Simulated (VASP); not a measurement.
Crystal: SiCN.

```xyz
12
Lattice="5.1986 0.0000 0.0000 0.0000 2.5473 0.0000 0.0000 0.0000 6.1845" Properties=species:S:1:pos:R:3 pbc="T T T"
Si    0.6134    0.6368    5.3805
Si    4.5852    1.9104    0.8040
Si    3.2127    0.6368    3.8962
Si    1.9859    1.9104    2.2882
C     4.3408    0.6368    5.8134
C     0.8578    1.9104    0.3711
C     1.7415    0.6368    3.4633
C     3.4571    1.9104    2.7212
N     2.6773    0.6368    1.0823
N     2.5213    1.9104    5.1022
N     0.0780    0.6368    2.0099
N     5.1206    1.9104    4.1745
```

```yaml
Program: VASP 6.6.1
Task: relaxation of cell and atoms
Functional: PBE
Potentials_or_basis: VASP PAW PBE potentials, release 64 (Si, C, N)
Cutoff: 600 eV
k_mesh: 4 × 6 × 4
Occupations: gaussian, width 0.1 eV
Spin: no spin polarisation
```

At the start: pressure 123.0 GPa; volume 6.82 Å³/atom.

Question: Where does the relaxation end?

Answer: Over 51 steps the energy falls by 2875.0 meV/atom and the volume is 8.14 Å³/atom (+19.3 %); space group Pnma (No. 62, to 0.1 Å) before and after.

Step by step:
```
step  energy change (eV)  largest force (eV/Å)  pressure (GPa)  volume (Å³)
   1              0.0000               15.3307          123.03        81.90
   3             -7.2894                6.4395          -16.70       145.47
   5            -15.1336                2.5177           -4.91       105.82
   7            -15.2353                2.4766            0.07       102.41
   9            -17.1068                1.9963            4.78       104.36
  11            -18.4743                1.6857            2.58       110.77
  13            -21.0900                1.8620          -20.48       126.98
  15            -22.1845                2.1132          -13.33       120.53
  17            -24.6636                5.3137           -6.69       110.11
  19            -25.6159                7.9644           16.26        98.51
  21            -28.4134                5.1236            0.88       101.79
  23            -29.3967                4.7531            6.15        99.91
  25            -32.0671                2.1962           -4.37       102.57
  27            -32.7019                2.4091           -7.11       104.70
  29            -33.0743                1.0855            0.74       103.09
  31            -33.4543                0.8928           -1.32       102.62
  33            -33.5357                1.3524           -1.88       102.29
  35            -33.9300                1.3662           -2.27       100.02
  37            -34.0621                1.6067           -0.61        98.60
  39            -34.2692                0.9452            2.02        97.29
  41            -34.4030                0.4368            0.01        97.74
  43            -34.4125                1.0748            0.25        97.76
  45            -34.4880                0.4560           -1.05        97.77
  47            -34.4975                0.0618            0.56        97.47
  49            -34.4988                0.0490            0.04        97.65
  51            -34.4997                0.0103           -0.07        97.72
```

Final structure:
```cif
data_structure
_symmetry_space_group_name_H-M 'P 1'
_symmetry_Int_Tables_number 1
_cell_length_a 7.4400
_cell_length_b 2.7745
_cell_length_c 4.7342
_cell_angle_alpha 90.000
_cell_angle_beta 90.000
_cell_angle_gamma 90.000
_cell_volume 97.72
loop_
_atom_site_label
_atom_site_type_symbol
_atom_site_fract_x
_atom_site_fract_y
_atom_site_fract_z
_atom_site_occupancy
Si1 Si 0.12769 0.25000 0.81481 1
Si2 Si 0.87231 0.75000 0.18519 1
Si3 Si 0.62769 0.25000 0.68519 1
Si4 Si 0.37231 0.75000 0.31481 1
C1 C 0.68550 0.25000 0.08738 1
C2 C 0.31450 0.75000 0.91262 1
C3 C 0.18550 0.25000 0.41262 1
C4 C 0.81450 0.75000 0.58738 1
N1 N 0.55113 0.25000 0.28898 1
N2 N 0.44887 0.75000 0.71102 1
N3 N 0.05113 0.25000 0.21102 1
N4 N 0.94887 0.75000 0.78898 1
```

Caveat: the k points lie up to 0.38 Å⁻¹ apart in the final cell, too coarse for converged energies and pressures of a metal; the volume moved by over 15 % at a fixed basis, so the end points are rough.
